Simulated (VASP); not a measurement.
# LuF (I4/mmm) in VASP: single point with PBE

Aim: the single point of LuF with PBE.

Everything below comes from runs of VASP 6.6.1. Logs are shortened: lines on timing, memory, paths and dates and some standing lists are left out, and cuts for length are marked.

## 1. The cell of the first run

Symmetry: I4/mmm, No. 139, tetragonal system. Conventional cell: a = 3.324 Å, b = 3.324 Å, c = 13.006 Å, α = 90.00°, β = 90.00°, γ = 90.00°. Within 3.4 Å of Lu (site symmetry 4mm) lie 5 F at 2.35 to 2.57 Å and 5 Lu at 3.11 to 3.32 Å. Within 3.1 Å of F (site symmetry 4mm) lie 5 Lu at 2.35 to 2.57 Å and 4 F at 2.69 Å.

The cell was generated, and may not be a known phase.

## 2. Single point, PBE

INCAR

```
PREC = Accurate
ENCUT = 520
EDIFF = 1E-6
ISMEAR = 0
SIGMA = 0.2
LREAL = False
LASPH = True
NELM = 100
ALGO = Normal
ISIF = 2
LWAVE = False
LCHARG = True
GGA = PE
LELF = True
LVHAR = True
NBANDS = 40
```

KPOINTS

```
Automatic mesh
0
Gamma
  8 8 8
```

POSCAR

```
LuF
1.0
   -1.6622076451      1.6622076451      6.5030367267
    1.6622076451     -1.6622076451      6.5030367267
    1.6622076451      1.6622076451     -6.5030367267
Lu F
2 2
Direct
    0.1195939416      0.1195939416      0.0000000000
    0.8804060584      0.8804060584      0.0000000000
    0.3005468145      0.3005468145      0.0000000000
    0.6994531855      0.6994531855      0.0000000000
```

Potentials or basis: VASP PAW PBE potentials, release 64 (Lu, F).

Run with:

```
cat potpaw_PBE.64/Lu/POTCAR potpaw_PBE.64/F/POTCAR > POTCAR
mpirun -np 1 vasp_std > vasp.out
```

OUTCAR:

```text
PREC = Accurate
   ENCUT = 520
   EDIFF = 1E-6
   ISMEAR = 0
   LREAL = False
   LASPH = True
   NELM = 100
   ISIF = 2
   GGA = PE

 ion  position               nearest neighbor table
   1  0.120  0.120  0.000-   3 2.35   4 2.57   4 2.57   4 2.57   4 2.57   2 3.11
   2  0.880  0.880  0.000-   4 2.35   3 2.57   3 2.57   3 2.57   3 2.57   1 3.11
   3  0.301  0.301  0.000-   1 2.35   2 2.57   2 2.57   2 2.57   2 2.57
   4  0.699  0.699  0.000-   2 2.35   1 2.57   1 2.57   1 2.57   1 2.57

  LATTYP: Found a body centered tetragonal cell.
 ALAT       =     3.3244152902
 C/A-ratio  =     3.9122890247

  Lattice vectors:

 A1 = (  -1.6622076451,   1.6622076451,   6.5030367267)
 A2 = (   1.6622076451,  -1.6622076451,   6.5030367267)
 A3 = (   1.6622076451,   1.6622076451,  -6.5030367267)

Analysis of symmetry for initial positions (statically):
=====================================================================
 Subroutine PRICEL returns:
 Original cell was already a primitive cell.

 Routine SETGRP: Setting up the symmetry group for a
 body centered tetragonal supercell.

 Subroutine GETGRP returns: Found 16 space group operations
 (whereof 16 operations were pure point group operations)
 out of a pool of 16 trial point group operations.

The static configuration has the point symmetry D_4h.

Analysis of symmetry for dynamics (positions and initial velocities):
=====================================================================
 Subroutine PRICEL returns:
 Original cell was already a primitive cell.

 Routine SETGRP: Setting up the symmetry group for a
 body centered tetragonal supercell.

 Subroutine GETGRP returns: Found 16 space group operations
 (whereof 16 operations were pure point group operations)
 out of a pool of 16 trial point group operations.

The dynamic configuration has the point symmetry D_4h.

 Subroutine INISYM returns: Found 16 space group operations
 (whereof 16 operations are pure point group operations),
 and found     1 'primitive' translations

----------------------------------------------------------------------------------------

                                     Primitive cell

  volume of cell :      71.8699

  direct lattice vectors                    reciprocal lattice vectors
    -1.662207645  1.662207645  6.503036727     0.000000000  0.300804777  0.076887156
     1.662207645 -1.662207645  6.503036727     0.300804777  0.000000000  0.076887156
     1.662207645  1.662207645 -6.503036727     0.300804777  0.300804777  0.000000000

  length of vectors
     6.914864798  6.914864798  6.914864798     0.310475681  0.310475681  0.425402195

  position of ions in fractional coordinates (direct lattice)
     0.119593942  0.119593942  0.000000000
     0.880406058  0.880406058  0.000000000
     0.300546815  0.300546815  0.000000000
     0.699453185  0.699453185  0.000000000

  ion indices of the primitive-cell ions
   primitive index   ion index
                 1           1
                 2           2
                 3           3
                 4           4

----------------------------------------------------------------------------------------

 KPOINTS: Automatic mesh

Automatic generation of k-mesh.
 Grid dimensions read from file:
 generate k-points for:    8    8    8

 Generating k-lattice:

  Cartesian coordinates                     Fractional coordinates (reciprocal lattice)
     0.000000000  0.037600597  0.009610895     0.125000000  0.000000000 -0.000000000
     0.037600597  0.000000000  0.009610895     0.000000000  0.125000000 -0.000000000
     0.037600597  0.037600597  0.000000000     0.000000000  0.000000000  0.125000000

  Length of vectors
     0.038809460  0.038809460  0.053175274

  Shift w.r.t. Gamma in fractional coordinates (k-lattice)
     0.000000000  0.000000000  0.000000000

 Subroutine IBZKPT returns following result:
 ===========================================

 Found     59 irreducible k-points:

 Following reciprocal coordinates:
            Coordinates               Weight
  0.000000  0.000000  0.000000      1.000000
  0.125000  0.000000  0.000000      8.000000
  0.250000  0.000000  0.000000      8.000000
  0.375000  0.000000  0.000000      8.000000
  0.500000  0.000000  0.000000      4.000000
  0.125000  0.125000  0.000000      8.000000
[... 16 lines left out ...]
  0.250000  0.125000  0.125000     16.000000
  0.375000  0.125000  0.125000      8.000000
 [... further k-points ...]
   k-points           NKPTS =     59   k-points in BZ     NKDIM =     59   number of bands    NBANDS=     40
   number of dos      NEDOS =    301   number of ions     NIONS =      4
   total plane-waves  NPLWV = 157464
   dimension x,y,z NGX =    54 NGY =   54 NGZ =   54
   dimension x,y,z NGXF=   108 NGYF=  108 NGZF=  108
   ions per type =               2   2
   NGX,Y,Z   is equivalent  to a cutoff of  12.98, 12.98, 12.98 a.u.
   NGXF,Y,Z  is equivalent  to a cutoff of  25.97, 25.97, 25.97 a.u.
 SYSTEM =  unknown system
   PREC   = accura    normal or accurate (medium, high low for compatibility)
   ISTART =      0    job   : 0-new  1-cont  2-samecut
   ICHARG =      2    charge: 1-file 2-atom 10-const
   ISPIN  =      1    spin polarized calculation?
   LNONCOLLINEAR =      F non collinear calculations
   LSORBIT =      F    spin-orbit coupling
   LASPH  =      T    aspherical Exc in radial PAW
   ENCUT  =  520.0 eV  38.22 Ry    6.18 a.u.  12.86 12.86 12.86*2*pi/ulx,y,z
   NELM   =    100;   NELMIN=  2; NELMDL= -5     # of ELM steps
   EDIFF  = 0.1E-05   stopping-criterion for ELM
   LREAL  =      F    real-space projection
   EDIFFG = 0.1E-04   stopping-criterion for IOM
   NSW    =      0    number of steps for IOM
   IBRION =     -1    ionic relax: 0-MD 1-quasi-New 2-CG
   NFREE  =      0    steps in history (QN), initial steepest desc. (CG)
   ISIF   =      2    stress and relaxation
   ISYM   =      2    0-nonsym 1-usesym 2-fastsym
   POTIM  = 0.5000    time-step for ionic-motion
   TEBEG  =    0.0;   TEEND  =   0.0 temperature during run
   PSTRESS=    0.0 pullay stress
   NELECT =      64.0000    total number of electrons
   NUPDOWN=      -1.0000    fix difference up-down
   EMIN   =  10.00;   EMAX   =-10.00  energy-range for DOS
   EFERMI =   0.00;   METHOD = LEGACY
   ISMEAR =     0;   SIGMA  =   0.20  broadening in eV -4-tet -1-fermi 0-gaus
   EFERMI_NEDOS =   21; number of points for ismear=-14 and -15
   IALGO  =     38    algorithm
   IMIX   =      4    mixing-type and parameters
     AMIX     =   0.40;   BMIX     =  1.00
     AMIX_MAG =   1.60;   BMIX_MAG =  1.00
  volume/ion in A,a.u.               =      17.97       121.25
  Fermi-wavevector in a.u.,A,eV,Ry     =   1.575019  2.976355 33.751783  2.480686
  Thomas-Fermi vector in A             =   2.676066
   LORBIT       =      0    0 simple, 1 ext, 2 COOP (PROOUT), +10 PAW based schemes
   GGA     = PE    functional components
   LHFCALC =     F    Hartree Fock is set to
   AEXX    =    0.0000 exact exchange contribution
   IVDW    =     0    specifies the selected vdW correction
   LEPSILON=     F    determine dielectric tensor
   LRPA    =     F    only Hartree local field effects (RPA)
 non-spin polarized calculation
 Gauss-broadening in eV      SIGMA  =   0.20
  energy-cutoff  :      520.00
  volume of cell :       71.87
 maximum number of plane-waves:      1960
 NGX is ok and might be reduce to    54
   NGX = 25   NGY = 25   NGZ = 25

 number of electron      64.0000001 magnetization

 Free energy of the ion-electron system (eV)
  ---------------------------------------------------
  ext. energy  EPLUGINS =         0.00000000
  ---------------------------------------------------
  free energy    TOTEN  =       -20.60643607 eV

  energy without entropy =      -20.54790669  energy(sigma->0) =      -20.57717138

 E-fermi :   3.7638     XC(G=0): -10.7860

 val. band max:        3.7314401675   @ k =   0.1250   0.1250   0.0000
 cond. band min:       3.7913543620   @ k =  -0.2500   0.1250   0.0000
 fundamental gap:      0.0599141945
 Fermi energy:         3.7637986010

 k-point     1 :       0.0000    0.0000    0.0000
  band No.  band energies     occupation
      1     -53.6762      2.00000
      2     -53.6557      2.00000
      3     -25.0201      2.00000
      4     -24.2289      2.00000
      5     -24.1570      2.00000
      6     -24.1570      2.00000
[... 32 lines left out ...]
     39       8.3161      0.00000
     40       8.6102      0.00000

 k-point     2 :       0.1250    0.0000    0.0000
  band No.  band energies     occupation
      1     -53.6736      2.00000
      2     -53.6534      2.00000
      3     -24.9958      2.00000
      4     -24.2620      2.00000
      5     -24.2295      2.00000
      6     -24.2188      2.00000
[... 32 lines left out ...]
     39       8.1788      0.00000
     40       8.1994      0.00000

 k-point     3 :       0.2500    0.0000    0.0000
  band No.  band energies     occupation
      1     -53.6673      2.00000
      2     -53.6479      2.00000
      3     -24.9400      2.00000
      4     -24.4775      2.00000
      5     -24.3909      2.00000
      6     -24.2444      2.00000
[... 32 lines left out ...]
     39       7.7524      0.00000
     40       7.8595      0.00000

 k-point     4 :       0.3750    0.0000    0.0000
  band No.  band energies     occupation
      1     -53.6609      2.00000
      2     -53.6424      2.00000
      3     -24.8928      2.00000
      4     -24.6993      2.00000
      5     -24.4944      2.00000
      6     -24.2717      2.00000
[... 32 lines left out ...]
     39       7.4071      0.00000
     40       7.6081      0.00000
[... 772 lines left out ...]
     39       6.9712      0.00000
     40       7.5371      0.00000

 k-point    23 :       0.2500    0.1250    0.1250
  band No.  band energies     occupation
      1     -53.6526      2.00000
      2     -53.6344      2.00000
      3     -24.7794      2.00000
      4     -24.6003      2.00000
      5     -24.4613      2.00000
      6     -24.3388      2.00000
[... 32 lines left out ...]
     39       7.3687      0.00000
     40       7.5678      0.00000

 k-point    24 :       0.3750    0.1250    0.1250
  band No.  band energies     occupation
      1     -53.6501      2.00000
      2     -53.6321      2.00000
      3     -24.7373      2.00000
      4     -24.6871      2.00000
      5     -24.4895      2.00000
      6     -24.3159      2.00000
[... 32 lines left out ...]
     39       7.6214      0.00000
     40       8.5142      0.00000

 [... further k-points ...]

------------------------ aborting loop because EDIFF is reached ----------------------------------------

  FORCE on cell =-STRESS in cart. coord.  units (eV):
  Direction    XX          YY          ZZ          XY          YZ          ZX
  --------------------------------------------------------------------------------------
  -------------------------------------------------------------------------------------
  Total       -0.0042781     -0.0042781      0.4016697      0.0000000      0.0000000      0.0000000
  in kB       -0.0953708     -0.0953708      8.9543254      0.0000000      0.0000000      0.0000000
  external PRESSURE =       2.9211946 kB  Pullay stress =       0.0000000 kB

 VOLUME and BASIS-vectors are now :
 -----------------------------------------------------------------------------
  energy-cutoff  :      520.00
  volume of cell :       71.87
      direct lattice vectors                 reciprocal lattice vectors
    -1.662207645  1.662207645  6.503036727     0.000000000  0.300804777  0.076887156
     1.662207645 -1.662207645  6.503036727     0.300804777  0.000000000  0.076887156
     1.662207645  1.662207645 -6.503036727     0.300804777  0.300804777  0.000000000

 POSITION                                       TOTAL-FORCE (eV/Angst)
 -----------------------------------------------------------------------------------
      0.00000      0.00000      1.55545        -0.000000     -0.000000     -0.050020
      0.00000      0.00000     11.45063         0.000000      0.000000      0.050020
      0.00000      0.00000      3.90893        -0.000000     -0.000000      0.061300
      0.00000      0.00000      9.09714        -0.000000     -0.000000     -0.061300
 -----------------------------------------------------------------------------------
    total drift:                               -0.000000      0.000000     -0.000000

  FREE ENERGIE OF THE ION-ELECTRON SYSTEM (eV)
  ---------------------------------------------------
  free  energy   TOTEN  =       -20.6064360652 eV

  energy  without entropy=      -20.5479066928  energy(sigma->0) =      -20.57717138
```

Wall time 18 min (1 thread of Oxide Virtual Turin-like, shared host); peak memory 0.44 GiB.

Results:

| Item | Value |
| --- | --- |
| Free energy | -20.6064 eV |
| Pressure | 0.3 GPa |
| Largest force | 0.061 eV/Å |
| Band gap on the k mesh | zero (bands 32 and 33 overlap by 1.65 eV) |

Forces in eV/Å, atoms in the order of the input:
```
Lu   0.000  0.000 -0.050
Lu   0.000  0.000  0.050
F    0.000  0.000  0.061
F    0.000  0.000 -0.061
```

Stress tensor (GPa, compression positive):
```
-0.01  0.00  0.00
 0.00 -0.01  0.00
 0.00  0.00  0.90
```

Levels at points of the mesh, in eV from the Fermi level:
```
           k point  band 28  band 29  band 30  band 31  band 32  band 33  band 34  band 35  band 36  band 37
(0.00, 0.00, 0.00)    -5.96    -5.95    -5.95    -4.05    -0.77    -0.77    -0.57     1.04     3.06     3.06
(0.50, 0.00, 0.00)    -5.98    -5.97    -5.95    -1.34    -1.23     0.25     0.92     2.10     3.02     3.12
(0.50, 0.50, 0.00)    -6.01    -6.00    -5.99     0.18     0.19     0.25     1.45     1.64     3.21     3.38
(0.50, 0.50, 0.50)    -5.97    -5.95    -5.95    -3.02    -1.56    -1.15    -0.32     0.45     3.13     3.13
```

Caveat: spin-orbit coupling is left out, which moves the levels of the heavy elements.

The gap in the log of VASP goes by the Fermi energy; the results here count the filled bands.